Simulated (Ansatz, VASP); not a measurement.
**ZnO in VASP and in Ansatz**

The input INCAR:

```
ALGO = Normal
EDIFF = 1E-7
ENCUT = 520
GGA = PE
ISIF = 2
ISMEAR = -1
LASPH = T
LCHARG = T
LELF = T
LREAL = F
LVHAR = T
LWAVE = F
NBANDS = 26
NELM = 60
PREC = Accurate
SIGMA = 0.02
```

Contents of KPOINTS:

```
k-points
0
Gamma
  11 11 6
```

Contents of POSCAR:

```
ZnO
1.0
    3.2601941478      0.0000000000      0.0000000000
   -1.6300970738      2.8234109532      0.0000000000
    0.0000000000      0.0000000000      5.2210884991
Zn O
2 2
Direct
    0.3333333333      0.6666666667      0.0000000000
    0.6666666667      0.3333333333      0.5000000000
    0.3333333333      0.6666666667      0.3821000000
    0.6666666667      0.3333333333      0.8821000000
```

Input for Ansatz:

```yaml
crystal:
  lattice:
    - [3.2601941478, 0.0, 0.0]
    - [-1.6300970738, 2.8234109532, 0.0]
    - [0.0, 0.0, 5.2210884991]
  atoms:
    - { symbol: Zn, position: [0.3333333333, 0.6666666667, 0.0] }
    - { symbol: Zn, position: [0.6666666667, 0.3333333333, 0.5] }
    - { symbol: O, position: [0.3333333333, 0.6666666667, 0.3821] }
    - { symbol: O, position: [0.6666666667, 0.3333333333, 0.8821] }
kpoints:
  mp_grid: { grid: [11, 11, 6] }
  band_path:
    path:
      - [0.0, 0.0, 0.0]
      - [0.5, 0.0, 0.0]
      - [0.3333333333, 0.3333333333, 0.0]
      - [0.0, 0.0, 0.0]
      - [0.0, 0.0, 0.5]
      - [0.5, 0.0, 0.5]
      - [0.3333333333, 0.3333333333, 0.5]
      - [0.0, 0.0, 0.5]
      - [0.5, 0.0, 0.5]
    npoints: 5
scf:
  occupations: { method: fermi_dirac, width: 0.02 }
hamiltonian:
  xc: pbe
  pseudopotentials: { kind: all_electron, lapw: { basis_error: 0.0005 } }
output:
  forces: true
  stress: true
  eigenvalues: true
```

Change from the starting cell: volume scaled by 1.01.

Alike in both runs: task single point; functional PBE; k mesh 11 × 11 × 6; occupations fermi-dirac, width 0.02 eV; no spin polarisation.

|  | VASP | Ansatz |
| --- | --- | --- |
| version | VASP 6.6.1 | Ansatz 0.2.0 |
| potentials or method | VASP PAW PBE potentials, release 64 (Zn, O), cutoff 520 eV | all-electron LAPW, scalar-relativistic |

|  | VASP | Ansatz | Ansatz less VASP |
| --- | --- | --- | --- |
| gap on the k mesh at the Fermi level (eV) | 0.78 | 0.81 | +0.031 |
| pressure (GPa) | 4.5 | 3.4 | -1.08 |
| traceless stress, the component that is largest in VASP (GPa) | 0.21 | 0.23 | +0.023 |
| rms of the force components (eV/Å) | 0.019 | 0.018 | -0.0004 |

Atom by atom the forces differ by 0.000 eV/Å (rms over components). Ansatz ran all-electron here, and VASP with PAW potentials.
